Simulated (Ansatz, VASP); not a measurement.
Pt in VASP and in Ansatz

```
Pt
1.0
    -0.09734    1.87863    1.87863
     1.87863   -0.09734    1.87863
     1.87863    1.87863   -0.09734
Pt
1
Direct
  0.00000 0.00000 0.00000
```

Change from the starting cell: equal engineering shear yz, xz and xy -0.0500, equal normal strain along x, y and z -0.0100.

Alike in both runs: task single point; functional LDA; k mesh 20 × 20 × 20; occupations gaussian, width 0.15 eV; no spin polarisation.

|  | VASP | Ansatz |
| --- | --- | --- |
| version | VASP 6.6.1 | Ansatz 0.2.0 |
| potentials or method | VASP PAW LDA potentials, release 64 (Pt), cutoff 520 eV | scalar-relativistic, plane waves, PAW |
| valence electrons in the cell | 10 | 18 |

```tsv
	VASP	Ansatz	Ansatz less VASP
gap on the k mesh at the Fermi level (eV)	none	none	-
pressure (GPa)	13.8	12.9	-0.92
traceless stress, the component that is largest in VASP (GPa)	5.59	5.49	-0.101
```

Ansatz warns that its potentials were made for another functional, while VASP's fit it. LDA's correlation is that of Perdew and Zunger in VASP and of Perdew and Wang (1992) in Ansatz. A gap of «none» marks a metal or a gap that the smearing closes. VASP's potentials hold 10 valence electrons a cell and Ansatz's 18, so a difference there can come from the potentials and not from the codes.

Spin-orbit coupling is off throughout.
